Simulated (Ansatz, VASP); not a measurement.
# WS2 in VASP and in Ansatz

The input INCAR:

```
PREC = Accurate
ENCUT = 520
EDIFF = 1E-6
ISMEAR = 0
SIGMA = 0.05
LREAL = F
LASPH = T
NELM = 100
ALGO = Normal
ISIF = 2
LWAVE = F
LCHARG = F
GGA = PS
IVDW = 12
NBANDS = 35
```

The input KPOINTS:

```
Automatic mesh
0
Gamma
  12 12 4
```

File POSCAR:

```
WS2
1.0
    3.0680064861      0.0000000000      0.0000000000
   -1.5340032430      2.6569715560      0.0000000000
    0.0000000000      0.0000000000     11.7722466704
W S
2 4
Direct
    0.3333333333      0.6666666667      0.2500000000
    0.6666666667      0.3333333333      0.7500000000
    0.3333333333      0.6666666667      0.6164531912
    0.6666666667      0.3333333333      0.1164531912
    0.3333333333      0.6666666667      0.8835468088
    0.6666666667      0.3333333333      0.3835468088
```

Input for Ansatz:

```yaml
crystal:
  lattice:
    - [3.0680064861, 0.0, 0.0]
    - [-1.534003243, 2.656971556, 0.0]
    - [0.0, 0.0, 11.7722466704]
  atoms:
    - { symbol: W, position: [0.3333333333, 0.6666666667, 0.25] }
    - { symbol: W, position: [0.6666666667, 0.3333333333, 0.75] }
    - { symbol: S, position: [0.3333333333, 0.6666666667, 0.6164531912] }
    - { symbol: S, position: [0.6666666667, 0.3333333333, 0.1164531912] }
    - { symbol: S, position: [0.3333333333, 0.6666666667, 0.8835468088] }
    - { symbol: S, position: [0.6666666667, 0.3333333333, 0.3835468088] }
basis:
  ecutwfc: 420
kpoints:
  mp_grid: { grid: [12, 12, 4] }
hamiltonian:
  xc: pbesol
  dispersion: d3bj
scf:
  occupations: { method: gaussian, width: 0.05 }
output:
  forces: true
  stress: true
  eigenvalues: true
```

Change from the starting cell: strain -0.0150 x Voigt [1, 1, 0, 0, 0, 0], atoms carried along.

Alike in both runs: task single point; functional PBEsol; dispersion D3(BJ); k mesh 12 × 12 × 4; occupations gaussian, width 0.05 eV; no spin polarisation.

|  | VASP | Ansatz |
| --- | --- | --- |
| version | VASP 6.6.1 | Ansatz 0.2.0 |
| potentials or method | VASP PAW PBE potentials, release 64 (W_sv, S), cutoff 520 eV | scalar-relativistic, plane waves, PAW |
| valence electrons in the cell | 52 | 52 |

|  | VASP | Ansatz | Ansatz less VASP |
| --- | --- | --- | --- |
| gap on the k mesh at the Fermi level (eV) | 0.68 | 0.65 | -0.022 |
| least direct gap on the mesh (eV) | 2.09 | 2.08 | -0.003 |
| pressure (GPa) | 6.0 | 5.8 | -0.17 |
| traceless stress, the component that is largest in VASP (GPa) | -1.80 | -1.82 | -0.024 |
| rms of the force components (eV/Å) | 0.189 | 0.179 | -0.0096 |

VASP's potentials were made for PBE, not for PBEsol. Atom by atom the forces differ by 0.010 eV/Å (rms over components).

Neither program's run includes spin-orbit coupling.
